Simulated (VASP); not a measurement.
CoSi: single point with PBE

CoSi:

```xyz
8
Lattice="4.4380 0.0000 0.0000 0.0000 4.4380 0.0000 0.0000 0.0000 4.4380" Properties=species:S:1:pos:R:3 pbc="T T T"
Co    0.6427    0.6427    0.6427
Co    1.5763    3.7953    2.8617
Co    2.8617    1.5763    3.7953
Co    3.7953    2.8617    1.5763
Si    3.7409    3.7409    3.7409
Si    2.9161    0.6971    1.5219
Si    1.5219    2.9161    0.6971
Si    0.6971    1.5219    2.9161
```

```yaml
Program: VASP 6.6.1
Task: single point
Functional: PBE
Potentials_or_basis: VASP PAW PBE potentials, release 64 (Co, Si)
Cutoff: 520 eV
k_mesh: 8 × 8 × 8
Occupations: fermi-dirac, width 0.05 eV
Spin: collinear spin, ferromagnetic start
Starting_moments: "[2.0, 2.0, 2.0, 2.0, 0.0, 0.0, 0.0, 0.0] μB"
Dipole_correction: no
Further_INCAR_settings: ALGO = Normal; EDIFF = 1e-06; NBANDS = 40
```

| Property | Result |
| --- | --- |
| Pressure | -1.1 GPa |
| Largest force | 0.019 eV/Å |
| Band gap on the k mesh | zero (filled and empty bands overlap) |
| Net moment | 0.00 μB per cell |
| Valence electrons inside the program's atomic spheres | Co 8.61; Si 1.61 |

Forces in eV/Å, atoms in the order of the input:
```
Co   0.000  0.000  0.000
Co   0.000  0.000  0.000
Co   0.000  0.000  0.000
Co   0.000  0.000  0.000
Si   0.011  0.011  0.011
Si  -0.011 -0.011  0.011
Si   0.011 -0.011 -0.011
Si  -0.011  0.011 -0.011
```

Levels at points of the mesh, in eV from the Fermi level:
Spin up:
```tsv
k point	band 22	band 23	band 24	band 25	band 26	band 27	band 28	band 29	band 30	band 31
(0.00, 0.00, 0.00)	-0.93	-0.80	-0.80	-0.04	-0.04	-0.04	2.44	2.44	2.44	2.87
(0.50, 0.00, 0.00)	-1.06	-0.67	-0.67	-0.51	-0.51	0.97	0.97	1.44	1.44	4.23
(0.50, 0.50, 0.00)	-1.50	-1.02	-1.02	-0.06	-0.06	0.55	0.55	1.95	1.95	2.46
(0.50, 0.50, 0.50)	-1.24	-1.24	-1.24	-0.25	-0.25	-0.25	-0.25	5.34	5.34	5.34
```
Spin down:
```csv
k point,band 24,band 25,band 26,band 27,band 28,band 29
"(0.00, 0.00, 0.00)",-0.80,-0.04,-0.04,-0.04,2.44,2.44
"(0.50, 0.00, 0.00)",-0.68,-0.51,-0.51,0.97,0.97,1.44
"(0.50, 0.50, 0.00)",-1.02,-0.07,-0.07,0.55,0.55,1.95
"(0.50, 0.50, 0.50)",-1.24,-0.25,-0.25,-0.25,-0.25,5.34
```

Run time: 2.1 min on 1 thread of Intel(R) Xeon(R) 6975P-C (Granite Rapids), with other jobs on the host, peak memory 0.38 GiB.
